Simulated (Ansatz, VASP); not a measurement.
Two plane-wave programs on Ti

The input POSCAR:

```
Ti
1.0
    0.0000000000      2.1315000000      1.9285000000
    2.1315000000      0.0000000000      1.9285000000
    2.1315000000      2.1315000000      0.0000000000
Ti
1
Direct
    0.0000000000      0.0000000000      0.0000000000
```

INCAR.step1

```
PREC = Accurate
ENCUT = 520
ISMEAR = 0
SIGMA = 0.15
LREAL = False
LASPH = True
NELM = 80
NBANDS = 12
GGA = PE
ALGO = Normal
EDIFF = 1E-4
LWAVE = True
LCHARG = False
```

File INCAR.step2:

```
PREC = Accurate
ENCUT = 520
EDIFF = 1E-6
ISMEAR = 0
SIGMA = 0.15
LREAL = False
LASPH = True
NELM = 80
ALGO = Normal
ISIF = 2
LWAVE = False
LCHARG = False
METAGGA = R2SCAN
LMIXTAU = True
NBANDS = 12
ISTART = 1
```

The input KPOINTS:

```
regular mesh
0
Gamma
  20 20 20
```

Input for Ansatz:

```yaml
crystal:
  lattice:
    - [0.0, 2.1315, 1.9285]
    - [2.1315, 0.0, 1.9285]
    - [2.1315, 2.1315, 0.0]
  atoms:
    - { symbol: Ti, position: [0.0, 0.0, 0.0] }
basis:
  ecutwfc: 500
kpoints:
  mp_grid: { grid: [20, 20, 20] }
hamiltonian:
  xc: r2scan
scf:
  occupations: { method: gaussian, width: 0.15 }
output:
  forces: true
  stress: true
  eigenvalues: true
```

Change from the starting cell: strain +0.050 along x and y, -0.050 along z, atoms carried along.

Alike in both runs: task single point; functional r2SCAN; k mesh 20 × 20 × 20; occupations gaussian, width 0.15 eV; no spin polarisation.

|  | VASP | Ansatz |
| --- | --- | --- |
| version | VASP 6.6.1 | Ansatz 0.2.0 |
| potentials or method | VASP PAW PBE potentials, release 64 (Ti_sv), cutoff 520 eV | scalar-relativistic, plane waves, PAW |
| valence electrons in the cell | 12 | 12 |

|  | VASP | Ansatz | Ansatz less VASP |
| --- | --- | --- | --- |
| gap on the k mesh at the Fermi level (eV) | none | none | - |
| pressure (GPa) | -0.7 | -1.1 | -0.38 |
| traceless stress, the component that is largest in VASP (GPa) | 1.97 | 1.97 | -0.005 |

VASP's potentials were made for PBE, not for r2SCAN. A gap of «none» marks a metal or a gap that the smearing closes.
